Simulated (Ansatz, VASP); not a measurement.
**Two plane-wave programs on Hf**

The input INCAR:

```
  ALGO = Normal
  EDIFF = 1E-6
  ENCUT = 520
  GGA = PE
  ISIF = 2
  ISMEAR = 0
  LASPH = True
  LCHARG = False
  LREAL = False
  LWAVE = False
  NBANDS = 22
  NELM = 100
  PREC = Accurate
  SIGMA = 0.05
```

Contents of KPOINTS:

```
k-points
0
Gamma
  9 9 12
```

The input POSCAR:

```
Hf
1.0
    4.7006571595      0.0000000000      0.0000000000
   -2.3503285797      4.0708885145      0.0000000000
    0.0000000000      0.0000000000      2.9234897830
Hf
3
Direct
    0.6666666700      0.3333333300      0.5000000000
    0.3333333300      0.6666666700      0.5000000000
    0.0000000000      0.0000000000      0.0000000000
```

Input for Ansatz:

```yaml
crystal:
  lattice:
    - [4.7006571595, 0.0, 0.0]
    - [-2.3503285797, 4.0708885145, 0.0]
    - [0.0, 0.0, 2.923489783]
  atoms:
    - { symbol: Hf, position: [0.66666667, 0.33333333, 0.5] }
    - { symbol: Hf, position: [0.33333333, 0.66666667, 0.5] }
    - { symbol: Hf, position: [0.0, 0.0, 0.0] }
basis:
  ecutwfc: 420
  fft_grid_basis: typed
kpoints:
  mp_grid: { grid: [9, 9, 12] }
hamiltonian:
  xc: pbe
scf:
  occupations: { method: gaussian, width: 0.05 }
output:
  forces: true
  stress: true
  eigenvalues: true
  bader: true
  write_density: true
  volumetric_format: npy
  elf: true
```

Alike in both runs: task single point; functional PBE; k mesh 9 × 9 × 12; occupations gaussian, width 0.05 eV; no spin polarisation.

|  | VASP | Ansatz |
| --- | --- | --- |
| version | VASP 6.6.1 | Ansatz 0.2.0 |
| potentials or method | VASP PAW PBE potentials, release 64 (Hf_pv), cutoff 520 eV | scalar-relativistic, plane waves, PAW |
| valence electrons in the cell | 30 | 78 |

```tsv
	VASP	Ansatz	Ansatz less VASP
gap on the k mesh at the Fermi level (eV)	none	none	-
pressure (GPa)	26.0	26.5	+0.51
traceless stress, the component that is largest in VASP (GPa)	0.80	0.59	-0.203
```

A gap of «none» marks a metal or a gap that the smearing closes. With one functional, cell and mesh, what is left measures potentials, basis and numerics. VASP's potentials hold 30 valence electrons a cell and Ansatz's 78, so a difference there can come from the potentials and not from the codes.

Spin-orbit coupling is off throughout.
